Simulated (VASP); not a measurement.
**Ge: single point with PBE**

The system is Ge.

```xyz
2
Lattice="0.0177 2.8288 2.8288 2.8288 0.0177 2.8288 2.8464 2.8464 0.0000" Properties=species:S:1:pos:R:3 pbc="T T T"
Ge    2.8464    2.8464    2.8288
Ge    4.2697    4.2697    4.2432
```

This cell differs from its parent crystal: strain +0.0125 x Voigt [0, 0, 0, 0, 0, 1].

```json
{
  "Program": "VASP 6.6.1",
  "Task": "single point",
  "Functional": "PBE",
  "Potentials or basis": "VASP PAW PBE potentials, release 64 (Ge_d)",
  "Cutoff": "520 eV",
  "k mesh": "14 × 14 × 14",
  "Occupations": "gaussian, width 0.15 eV",
  "Spin": "no spin polarisation",
  "Dipole correction": "no",
  "Further INCAR settings": "ALGO = Normal; EDIFF = 1e-07; NBANDS = 21"
}
```

The pressure is 3.6 GPa and the largest force is 0.115 eV/Å.

Forces on the atoms (eV/Å):
```
Ge   0.000  0.000  0.115
Ge   0.000  0.000 -0.115
```

Stress tensor (GPa, compression positive):
```
 3.63 -1.08  0.00
-1.08  3.63  0.00
 0.00  0.00  3.63
```

Levels at points of the mesh, in eV from the Fermi level:
```tsv
k point	band 10	band 11	band 12	band 13	band 14	band 15	band 16	band 17	band 18	band 19
(0.00, 0.00, 0.00)	-24.62	-12.84	-0.07	-0.07	-0.05	-0.03	2.40	2.50	2.59	6.36
(0.50, 0.00, 0.00)	-24.59	-10.71	-7.68	-1.50	-1.49	0.07	3.62	3.72	7.04	10.49
(0.50, 0.50, 0.00)	-24.57	-9.01	-8.89	-3.20	-3.08	0.62	0.76	9.44	9.47	11.49
(0.00, 0.00, 0.50)	-24.59	-10.79	-7.64	-1.44	-1.43	0.17	3.66	3.76	7.10	10.47
(0.50, 0.00, 0.50)	-24.58	-8.95	-8.95	-3.14	-3.14	0.69	0.69	9.45	9.45	11.55
```

Wall time 2.4 min on 1 thread of Intel(R) Xeon(R) 6975P-C (Granite Rapids), with other jobs on the host, peak memory 0.41 GiB.

Caveat: the cell differs from its parent crystal (strain +0.0125 x Voigt [0, 0, 0, 0, 0, 1]).
